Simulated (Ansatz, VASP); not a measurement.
One calculation of PbSe, two programs

```
CELL_PARAMETERS angstrom
3.73318 0.00000 0.00000
0.00000 3.73318 0.00000
0.00000 0.00000 3.73318
ATOMIC_POSITIONS crystal
Pb 0.00000 0.00000 0.00000
Se 0.50000 0.50000 0.50000
```

Alike in both runs: task single point; functional HSE06; k mesh 4 × 4 × 4; occupations fermi-dirac, width 0.05 eV; no spin polarisation.

|  | VASP | Ansatz |
| --- | --- | --- |
| version | VASP 6.6.1 | Ansatz 0.2.0 |
| potentials or method | VASP PAW PBE potentials, release 64 (Pb_d, Se) | Ansatz PAW |
| plane-wave cutoff (eV) | 520 | 420 |
| valence electrons in the cell | 20 | 30 |

```csv
,VASP,Ansatz,Ansatz less VASP
gap on the k mesh at the Fermi level (eV),none,none,-
pressure (GPa),0.9,1.0,+0.10
```

A gap of «none» marks a metal or a gap that the smearing closes. VASP's potentials hold 20 valence electrons a cell and Ansatz's 30, so a difference there can come from the potentials and not from the codes.

The k mesh is coarse, so the values compare programs but aren't converged. Spin-orbit coupling is off throughout.
